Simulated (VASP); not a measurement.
# Sr (I4/mmm) in VASP: a series of runs

Sr is run at these levels: PBEsol; tasks: single point.

Everything below comes from runs of VASP 6.6.1. Logs are shortened: lines on timing, memory, paths and dates and some standing lists are left out, and cuts for length are marked.

### Step 1. The cell of the first run

It takes space group I4/mmm (No. 139, tetragonal). Conventional cell: a = 5.269 Å, b = 5.269 Å, c = 4.110 Å, α = 90.00°, β = 90.00°, γ = 90.00°. Sr (site symmetry 4/mmm) has 14 Sr at 4.11 to 5.27 Å within 5.4 Å.

### Step 2. Single point, PBEsol

Input file INCAR:

```
SYSTEM = Sr
ALGO     = Fast           ! electronic algorithm
EDIFF    = 1E-6           ! SCF threshold, eV
ENCUT    = 520            ! plane-wave cutoff, eV
GGA      = PS             ! functional
ISIF     = 2              ! what is computed and relaxed
ISMEAR   = 0              ! smearing method
LASPH    = .True.         ! aspherical terms in the spheres
LCHARG   = .False.        ! write CHGCAR
LREAL    = .False.        ! projectors in reciprocal space
LWAVE    = .False.        ! write WAVECAR
NBANDS   = 11             ! bands
NELM     = 60             ! most SCF steps
PREC     = Accurate       ! precision mode
SIGMA    = 0.15           ! smearing width, eV
```

Input file KPOINTS:

```
k-points
0
Gamma
  16 16 16
  0 0 0
```

Input file POSCAR:

```
Sr
1.0
   -2.6343908466      2.6343908466      2.0548248603
    2.6343908466     -2.6343908466      2.0548248603
    2.6343908466      2.6343908466     -2.0548248603
Sr
1
Direct
    0.0000000000      0.0000000000      0.0000000000
```

Potentials or basis: VASP PAW PBE potentials, release 64 (Sr_sv).

On the command line:

```sh
> cat potpaw_PBE.64/Sr_sv/POTCAR > POTCAR
> mpirun -np 1 vasp_std > vasp.out
```

OUTCAR:

```text
SYSTEM = Sr
   EDIFF = 1E-6
   ENCUT = 520
   GGA = PS
   ISIF = 2
   ISMEAR = 0
   LASPH = .True.
   LREAL = .False.
   NELM = 60
   PREC = Accurate

 ion  position               nearest neighbor table
   1  0.000  0.000  0.000-

  LATTYP: Found a body centered tetragonal cell.
 ALAT       =     5.2687816932
 C/A-ratio  =     0.7800000000

  Lattice vectors:

 A1 = (  -2.6343908466,   2.6343908466,   2.0548248603)
 A2 = (   2.6343908466,  -2.6343908466,   2.0548248603)
 A3 = (   2.6343908466,   2.6343908466,  -2.0548248603)

Analysis of symmetry for initial positions (statically):
=====================================================================
 Subroutine PRICEL returns:
 Original cell was already a primitive cell.

 Routine SETGRP: Setting up the symmetry group for a
 body centered tetragonal supercell.

 Subroutine GETGRP returns: Found 16 space group operations
 (whereof 16 operations were pure point group operations)
 out of a pool of 16 trial point group operations.

The static configuration has the point symmetry D_4h.

Analysis of symmetry for dynamics (positions and initial velocities):
=====================================================================
 Subroutine PRICEL returns:
 Original cell was already a primitive cell.

 Routine SETGRP: Setting up the symmetry group for a
 body centered tetragonal supercell.

 Subroutine GETGRP returns: Found 16 space group operations
 (whereof 16 operations were pure point group operations)
 out of a pool of 16 trial point group operations.

The dynamic configuration has the point symmetry D_4h.

 Subroutine INISYM returns: Found 16 space group operations
 (whereof 16 operations are pure point group operations),
 and found     1 'primitive' translations

----------------------------------------------------------------------------------------

                                     Primitive cell

  volume of cell :      57.0421

  direct lattice vectors                    reciprocal lattice vectors
    -2.634390847  2.634390847  2.054824860     0.000000000  0.189797198  0.243329740
     2.634390847 -2.634390847  2.054824860     0.189797198  0.000000000  0.243329740
     2.634390847  2.634390847 -2.054824860     0.189797198  0.189797198  0.000000000

  length of vectors
     4.254683945  4.254683945  4.254683945     0.308597373  0.308597373  0.268413771

  position of ions in fractional coordinates (direct lattice)
     0.000000000  0.000000000  0.000000000

  ion indices of the primitive-cell ions
   primitive index   ion index
                 1           1

----------------------------------------------------------------------------------------

 KPOINTS: k-points

Automatic generation of k-mesh.
 Grid dimensions read from file:
 generate k-points for:   16   16   16

 Generating k-lattice:

  Cartesian coordinates                     Fractional coordinates (reciprocal lattice)
     0.000000000  0.011862325  0.015208109     0.062500000 -0.000000000  0.000000000
     0.011862325  0.000000000  0.015208109    -0.000000000  0.062500000  0.000000000
     0.011862325  0.011862325  0.000000000     0.000000000  0.000000000  0.062500000

  Length of vectors
     0.019287336  0.019287336  0.016775861

  Shift w.r.t. Gamma in fractional coordinates (k-lattice)
     0.000000000  0.000000000  0.000000000

 Subroutine IBZKPT returns following result:
 ===========================================

 Found    349 irreducible k-points:

 Following reciprocal coordinates:
            Coordinates               Weight
  0.000000  0.000000  0.000000      1.000000
  0.062500 -0.000000  0.000000      8.000000
  0.125000 -0.000000  0.000000      8.000000
  0.187500 -0.000000  0.000000      8.000000
  0.250000 -0.000000  0.000000      8.000000
  0.312500 -0.000000  0.000000      8.000000
[... 16 lines left out ...]
 -0.125000  0.062500 -0.000000     16.000000
 -0.062500  0.062500  0.000000      4.000000
 [... further k-points ...]
   k-points           NKPTS =    349   k-points in BZ     NKDIM =    349   number of bands    NBANDS=     11
   number of dos      NEDOS =    301   number of ions     NIONS =      1
   total plane-waves  NPLWV =  32768
   dimension x,y,z NGX =    32 NGY =   32 NGZ =   32
   dimension x,y,z NGXF=    64 NGYF=   64 NGZF=   64
   ions per type =               1
   NGX,Y,Z   is equivalent  to a cutoff of  12.50, 12.50, 12.50 a.u.
   NGXF,Y,Z  is equivalent  to a cutoff of  25.01, 25.01, 25.01 a.u.
 SYSTEM =  Sr
   PREC   = accura    normal or accurate (medium, high low for compatibility)
   ISTART =      0    job   : 0-new  1-cont  2-samecut
   ICHARG =      2    charge: 1-file 2-atom 10-const
   ISPIN  =      1    spin polarized calculation?
   LNONCOLLINEAR =      F non collinear calculations
   LSORBIT =      F    spin-orbit coupling
   LASPH  =      T    aspherical Exc in radial PAW
   ENCUT  =  520.0 eV  38.22 Ry    6.18 a.u.   7.91  7.91  7.91*2*pi/ulx,y,z
   NELM   =     60;   NELMIN=  2; NELMDL= -5     # of ELM steps
   EDIFF  = 0.1E-05   stopping-criterion for ELM
   LREAL  =      F    real-space projection
   EDIFFG = 0.1E-04   stopping-criterion for IOM
   NSW    =      0    number of steps for IOM
   IBRION =     -1    ionic relax: 0-MD 1-quasi-New 2-CG
   NFREE  =      0    steps in history (QN), initial steepest desc. (CG)
   ISIF   =      2    stress and relaxation
   ISYM   =      2    0-nonsym 1-usesym 2-fastsym
   POTIM  = 0.5000    time-step for ionic-motion
   TEBEG  =    0.0;   TEEND  =   0.0 temperature during run
   PSTRESS=    0.0 pullay stress
   NELECT =      10.0000    total number of electrons
   NUPDOWN=      -1.0000    fix difference up-down
   EMIN   =  10.00;   EMAX   =-10.00  energy-range for DOS
   EFERMI =   0.00;   METHOD = LEGACY
   ISMEAR =     0;   SIGMA  =   0.15  broadening in eV -4-tet -1-fermi 0-gaus
   EFERMI_NEDOS =   21; number of points for ismear=-14 and -15
   IALGO  =     68    algorithm
   IMIX   =      4    mixing-type and parameters
     AMIX     =   0.40;   BMIX     =  1.00
     AMIX_MAG =   1.60;   BMIX_MAG =  1.00
  volume/ion in A,a.u.               =      57.04       384.94
  Fermi-wavevector in a.u.,A,eV,Ry     =   0.916241  1.731445 11.422060  0.839498
  Thomas-Fermi vector in A             =   2.041074
   LORBIT       =      0    0 simple, 1 ext, 2 COOP (PROOUT), +10 PAW based schemes
   GGA     = PS    functional components
   LHFCALC =     F    Hartree Fock is set to
   AEXX    =    0.0000 exact exchange contribution
   IVDW    =     0    specifies the selected vdW correction
   LEPSILON=     F    determine dielectric tensor
   LRPA    =     F    only Hartree local field effects (RPA)
 non-spin polarized calculation
 RMM-DIIS sequential band-by-band and
 Gauss-broadening in eV      SIGMA  =   0.15
  energy-cutoff  :      520.00
  volume of cell :       57.04
 maximum number of plane-waves:      1558
   NGX = 15   NGY = 15   NGZ = 15

 number of electron      10.0000000 magnetization

 Free energy of the ion-electron system (eV)
  ---------------------------------------------------
  ext. energy  EPLUGINS =         0.00000000
  ---------------------------------------------------
  free energy    TOTEN  =        -1.77586463 eV

  energy without entropy =       -1.76085053  energy(sigma->0) =       -1.76835758

 E-fermi :   1.3083     XC(G=0):  -7.3166

 val. band max:        1.3044041507   @ k =  -0.4375   0.5000   0.3125
 cond. band min:       1.3135664444   @ k =   0.5000   0.5000   0.5000
 fundamental gap:      0.0091622937
 Fermi energy:         1.3082919016

 k-point     1 :       0.0000    0.0000    0.0000
  band No.  band energies     occupation
      1     -35.2716      2.00000
      2     -17.1760      2.00000
      3     -17.1760      2.00000
      4     -17.1655      2.00000
      5      -2.2260      2.00000
      6       2.8430      0.00000
      7       3.7684      0.00000
      8       4.4374      0.00000
      9       4.4374      0.00000
     10       5.7367      0.00000
     11       8.5408      0.00000

 k-point     2 :       0.0625   -0.0000    0.0000
  band No.  band energies     occupation
      1     -35.2709      2.00000
      2     -17.1796      2.00000
      3     -17.1780      2.00000
      4     -17.1716      2.00000
      5      -2.1526      2.00000
      6       2.8635      0.00000
      7       3.7881      0.00000
      8       4.3556      0.00000
      9       4.3678      0.00000
     10       5.6513      0.00000
     11       8.7169      0.00000

 k-point     3 :       0.1250   -0.0000    0.0000
  band No.  band energies     occupation
      1     -35.2690      2.00000
      2     -17.2006      2.00000
      3     -17.1836      2.00000
      4     -17.1780      2.00000
      5      -1.9364      2.00000
      6       2.8944      0.00000
      7       3.7289      0.00000
      8       4.2411      0.00000
      9       4.2644      0.00000
     10       5.4695      0.00000
     11       9.0328      0.00000

 k-point     4 :       0.1875   -0.0000    0.0000
  band No.  band energies     occupation
      1     -35.2661      2.00000
      2     -17.2358      2.00000
      3     -17.1921      2.00000
      4     -17.1834      2.00000
      5      -1.5895      2.00000
      6       2.8515      0.00000
      7       3.4107      0.00000
      8       4.2354      0.00000
      9       4.4284      0.00000
     10       5.2827      0.00000
     11       8.8800      0.00000
[... 239 lines left out ...]
 k-point    22 :      -0.1875    0.0625   -0.0000
  band No.  band energies     occupation
      1     -35.2680      2.00000
      2     -17.2142      2.00000
      3     -17.1883      2.00000
      4     -17.1787      2.00000
      5      -1.7805      2.00000
      6       2.8062      0.00000
      7       3.5649      0.00000
      8       4.1710      0.00000
      9       4.5256      0.00000
     10       5.4240      0.00000
     11       8.8641      0.00000

 k-point    23 :      -0.1250    0.0625   -0.0000
  band No.  band energies     occupation
      1     -35.2702      2.00000
      2     -17.1925      2.00000
      3     -17.1779      2.00000
      4     -17.1727      2.00000
      5      -2.0458      2.00000
      6       2.8305      0.00000
      7       3.6797      0.00000
      8       4.3000      0.00000
      9       4.4987      0.00000
     10       5.5705      0.00000
     11       8.8047      0.00000

 k-point    24 :      -0.0625    0.0625    0.0000
  band No.  band energies     occupation
      1     -35.2712      2.00000
      2     -17.1825      2.00000
      3     -17.1756      2.00000
      4     -17.1667      2.00000
      5      -2.1719      2.00000
      6       2.8334      0.00000
      7       3.7155      0.00000
      8       4.4100      0.00000
      9       4.4887      0.00000
     10       5.6774      0.00000
     11       8.5862      0.00000

 [... further k-points ...]

------------------------ aborting loop because EDIFF is reached ----------------------------------------

  FORCE on cell =-STRESS in cart. coord.  units (eV):
  Direction    XX          YY          ZZ          XY          YZ          ZX
  --------------------------------------------------------------------------------------
  -------------------------------------------------------------------------------------
  Total       -0.5665059     -0.5665059      0.2863835      0.0000000     -0.0000000     -0.0000000
  in kB      -15.9118187    -15.9118187      8.0438377      0.0000000     -0.0000000     -0.0000000
  external PRESSURE =      -7.9265999 kB  Pullay stress =       0.0000000 kB

 VOLUME and BASIS-vectors are now :
 -----------------------------------------------------------------------------
  energy-cutoff  :      520.00
  volume of cell :       57.04
      direct lattice vectors                 reciprocal lattice vectors
    -2.634390847  2.634390847  2.054824860     0.000000000  0.189797198  0.243329740
     2.634390847 -2.634390847  2.054824860     0.189797198  0.000000000  0.243329740
     2.634390847  2.634390847 -2.054824860     0.189797198  0.189797198  0.000000000

 POSITION                                       TOTAL-FORCE (eV/Angst)
 -----------------------------------------------------------------------------------
      0.00000      0.00000      0.00000        -0.000000      0.000000      0.000000
 -----------------------------------------------------------------------------------
    total drift:                                0.000000      0.000000     -0.000000

  FREE ENERGIE OF THE ION-ELECTRON SYSTEM (eV)
  ---------------------------------------------------
  free  energy   TOTEN  =        -1.7758646319 eV

  energy  without entropy=       -1.7608505336  energy(sigma->0) =       -1.76835758
```

It took 1.8 min on 1 thread of Oxide Virtual Turin-like, shared host; peak memory 0.31 GiB.

Results:

```yaml
Free_energy: -1.7759 eV
Pressure: -0.8 GPa
Band_gap_on_the_k_mesh: zero (bands 5 and 6 overlap by 0.51 eV)
```

Stress tensor (GPa, compression positive):
```
-1.59  0.00  0.00
 0.00 -1.59  0.00
 0.00  0.00  0.80
```

Levels at points of the mesh, in eV from the Fermi level:
```csv
k point,band 2,band 3,band 4,band 5,band 6,band 7,band 8,band 9
"(0.00, 0.00, 0.00)",-18.48,-18.48,-18.47,-3.53,1.53,2.46,3.13,3.13
"(0.50, 0.00, 0.00)",-18.69,-18.54,-18.51,-0.72,0.62,0.86,3.41,5.02
"(0.50, 0.50, 0.00)",-18.65,-18.51,-18.47,-1.31,-0.16,2.39,2.52,3.54
"(0.50, 0.50, 0.50)",-18.62,-18.62,-18.54,-0.21,0.01,2.50,2.50,4.89
```

Caveat: the PAW data sets were made with another functional, which shifts forces and pressure a little.

### Step 3. Single point, PBEsol

Input file INCAR:

```
SYSTEM = Sr
PREC = Accurate
ENCUT = 520
EDIFF = 1E-6
ISMEAR = 0
SIGMA = 0.15
LREAL = .FALSE.
LASPH = .TRUE.
NELM = 100
ALGO = Fast
ISIF = 2
LWAVE = .FALSE.
LCHARG = .FALSE.
GGA = PS
NBANDS = 11
```

Input file KPOINTS:

```
Automatic mesh
0
G
  16 16 16
  0 0 0
```

Input file POSCAR:

```
Sr
1.0
   -2.2219312932      2.2219312932      2.8885106811
    2.2219312932     -2.2219312932      2.8885106811
    2.2219312932      2.2219312932     -2.8885106811
Sr
1
Direct
    0.0000000000      0.0000000000      0.0000000000
```

Potentials or basis: VASP PAW PBE potentials, release 64 (Sr_sv).

On the command line:

```sh
> cat potpaw_PBE.64/Sr_sv/POTCAR > POTCAR
> mpirun -np 1 vasp_std > vasp.out
```

Run time: 2.9 min. Hardware: 1 thread of Oxide Virtual Turin-like, shared host; peak memory 0.31 GiB.

It converged, with:

```yaml
Free_energy: -1.8280 eV
Pressure: -1.0 GPa
Band_gap_on_the_k_mesh: zero (bands 5 and 6 overlap by 0.17 eV)
```

Stress tensor (GPa, compression positive):
```
-1.06  0.00  0.00
 0.00 -1.06  0.00
 0.00  0.00 -0.82
```

Levels at points of the mesh, in eV from the Fermi level:
| k point | band 2 | band 3 | band 4 | band 5 | band 6 | band 7 | band 8 | band 9 |
| --- | --- | --- | --- | --- | --- | --- | --- | --- |
| (0.00, 0.00, 0.00) | -18.52 | -18.52 | -18.52 | -3.60 | 2.18 | 2.18 | 2.59 | 3.36 |
| (0.50, 0.00, 0.00) | -18.70 | -18.56 | -18.53 | -1.11 | 0.04 | 1.88 | 2.43 | 4.52 |
| (0.50, 0.50, 0.00) | -18.69 | -18.59 | -18.56 | -0.69 | 0.46 | 0.76 | 4.54 | 4.76 |
| (0.50, 0.50, 0.50) | -18.68 | -18.60 | -18.60 | -0.45 | 0.24 | 1.47 | 4.70 | 4.70 |

Caveat: the PAW data sets were made with another functional, which shifts forces and pressure a little.

### Step 4. Single point, PBEsol

Input file INCAR:

```
  ALGO = Fast
  EDIFF = 1E-7
  ENCUT = 520
  GGA = PS
  ISIF = 2
  ISMEAR = 0
  LASPH = True
  LCHARG = False
  LREAL = False
  LWAVE = False
  NBANDS = 11
  NELM = 80
  PREC = Accurate
  SIGMA = 0.15
```

Input file KPOINTS:

```
k-points
0
Gamma
  16 16 16
```

Input file POSCAR:

```
Sr
1.0
   -2.4933455276      2.4933455276      2.2938778853
    2.4933455276     -2.4933455276      2.2938778853
    2.4933455276      2.4933455276     -2.2938778853
Sr
1
Direct
    0.0000000000      0.0000000000      0.0000000000
```

On the command line:

```sh
> cat potpaw_PBE.64/Sr_sv/POTCAR > POTCAR
> mpirun -np 1 vasp_std > vasp.out
```

It took 2.1 min on 1 thread of Oxide Virtual Turin-like, shared host; peak memory 0.31 GiB.

Results (log left out):

| Item | Value |
| --- | --- |
| Free energy | -1.8191 eV |
| Pressure | -1.1 GPa |
| Band gap on the k mesh | zero (bands 5 and 6 overlap by 0.38 eV) |

Stress tensor (GPa, compression positive):
```
-1.15  0.00  0.00
 0.00 -1.15  0.00
 0.00  0.00 -0.90
```

Levels at points of the mesh, in eV from the Fermi level:
```
           k point  band 3  band 4  band 5  band 6  band 7  band 8
(0.00, 0.00, 0.00)  -18.53  -18.53   -3.61    2.01    2.50    2.50
(0.50, 0.00, 0.00)  -18.59  -18.54   -0.94    0.27    1.04    3.46
(0.50, 0.50, 0.00)  -18.58  -18.52   -1.12    0.03    1.56    3.03
(0.50, 0.50, 0.50)  -18.66  -18.64   -0.17   -0.03    3.09    3.09
```

Caveat: the PAW data sets were made with another functional, which shifts forces and pressure a little.

### Step 5. Single point, PBEsol

Input file INCAR:

```
PREC = Accurate
ENCUT = 520
EDIFF = 1E-6
ISMEAR = 0
SIGMA = 0.15
LREAL = False
LASPH = True
NELM = 100
ALGO = Fast
ISIF = 2
LWAVE = False
LCHARG = False
GGA = PS
NBANDS = 11
```

Input file KPOINTS:

```
regular mesh
0
Gamma
  16 16 16
```

Input file POSCAR:

```
Sr
1.0
   -2.3491685674      2.3491685674      2.5840854242
    2.3491685674     -2.3491685674      2.5840854242
    2.3491685674      2.3491685674     -2.5840854242
Sr
1
Direct
    0.0000000000      0.0000000000      0.0000000000
```

On the command line:

```sh
> cat potpaw_PBE.64/Sr_sv/POTCAR > POTCAR
> mpirun -np 1 vasp_std > vasp.out
```

Wall time 2.1 min (1 thread of Oxide Virtual Turin-like, shared host); peak memory 0.31 GiB.

Results (log left out):

* Free energy: -1.8209 eV
* Pressure: -1.1 GPa
* Band gap on the k mesh: zero (bands 5 and 6 overlap by 0.27 eV)

Levels at points of the mesh, in eV from the Fermi level:
```tsv
k point	band 1	band 2	band 3	band 4	band 5	band 6	band 7	band 8	band 9	band 10
(0.00, 0.00, 0.00)	-36.63	-18.53	-18.53	-18.53	-3.61	2.17	2.17	2.67	3.22	3.90
(0.50, 0.00, 0.00)	-36.61	-18.71	-18.59	-18.53	-1.06	0.10	1.40	3.07	4.11	5.14
(0.50, 0.50, 0.00)	-36.61	-18.71	-18.59	-18.54	-0.88	0.36	0.84	3.81	4.29	5.33
(0.50, 0.50, 0.50)	-36.60	-18.67	-18.65	-18.65	-0.21	0.00	2.65	3.88	3.88	4.75
```

Caveat: the PAW data sets were made with another functional, which shifts forces and pressure a little.

[end of part 1 of 2]
